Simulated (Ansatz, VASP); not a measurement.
## Rb2Te6Ir in VASP and in Ansatz

The input INCAR:

```
SYSTEM = Rb2Te6Ir
ALGO = Normal
EDIFF = 1E-6
ENCUT = 520
GGA = PE
ISIF = 2
ISMEAR = 0
LASPH = .True.
LCHARG = .True.
LELF = .True.
LREAL = .False.
LVHAR = .True.
LWAVE = .False.
NBANDS = 42
NELM = 60
PREC = Accurate
SIGMA = 0.0186
```

File KPOINTS:

```
k-points
0
Gamma
  3 3 3
  0 0 0
```

Contents of POSCAR:

```
Rb2Te6Ir
1.0
    3.6622010000      6.3431180000      0.0000000000
   -3.6622010000      6.3431180000      0.0000000000
    0.0000000000      0.0000000000      5.8797100000
Ir Rb Te
1 2 6
Direct
    0.0000000000      0.0000000000      0.5000000000
    0.6667000000      0.6666000000      0.2033800000
    0.3333000000      0.3334000000      0.7966200000
    0.1565200000      0.1564800000      0.2798000000
    0.6870000000      0.1565200000      0.2798000000
    0.1564800000      0.6870000000      0.2798000000
    0.3130000000      0.8435200000      0.7202000000
    0.8435200000      0.8434800000      0.7202000000
    0.8434800000      0.3130000000      0.7202000000
```

Input for Ansatz:

```yaml
crystal:
  lattice:
    - [3.662201, 6.343118, 0.0]
    - [-3.662201, 6.343118, 0.0]
    - [0.0, 0.0, 5.87971]
  atoms:
    - { symbol: Ir, position: [0.0, 0.0, 0.5] }
    - { symbol: Rb, position: [0.6667, 0.6666, 0.20338] }
    - { symbol: Rb, position: [0.3333, 0.3334, 0.79662] }
    - { symbol: Te, position: [0.15652, 0.15648, 0.2798] }
    - { symbol: Te, position: [0.687, 0.15652, 0.2798] }
    - { symbol: Te, position: [0.15648, 0.687, 0.2798] }
    - { symbol: Te, position: [0.313, 0.84352, 0.7202] }
    - { symbol: Te, position: [0.84352, 0.84348, 0.7202] }
    - { symbol: Te, position: [0.84348, 0.313, 0.7202] }
  symmetry: { tolerance: 0.0003 }
kpoints:
  mp_grid: { grid: [3, 3, 3], shift: [0, 0, 0] }
magnetization:
  spin_polarized: false
scf:
  occupations: { method: gaussian, width: 0.0186 }
hamiltonian:
  pseudopotentials: { kind: paw }
  xc: pbe
basis:
  ecutwfc: 420
output:
  forces: true
  stress: true
  eigenvalues: true
```

Alike in both runs: task single point; functional PBE; k mesh 3 × 3 × 3; occupations gaussian, width 0.0186 eV; no spin polarisation.

|  | VASP | Ansatz |
| --- | --- | --- |
| version | VASP 6.6.1 | Ansatz 0.2.0 |
| potentials or method | VASP PAW PBE potentials, release 64 (Ir, Rb_sv, Te), cutoff 520 eV | PAW plane waves |
| valence electrons in the cell | 63 | 131 |

|  | VASP | Ansatz | Ansatz less VASP |
| --- | --- | --- | --- |
| gap on the k mesh at the Fermi level (eV) | none | none | - |
| pressure (GPa) | 16.8 | 16.7 | -0.09 |
| traceless stress, the component that is largest in VASP (GPa) | -3.29 | -3.15 | +0.143 |
| rms of the force components (eV/Å) | 2.613 | 2.612 | -0.0007 |

Atom by atom the forces differ by 0.003 eV/Å (rms over components). A gap of «none» marks a metal or a gap that the smearing closes. With one functional, cell and mesh, what is left measures potentials, basis and numerics. VASP's potentials hold 63 valence electrons a cell and Ansatz's 131, so a difference there can come from the potentials and not from the codes. Ansatz's warnings: structure snapped to symmetry.

Neither program's run includes spin-orbit coupling.
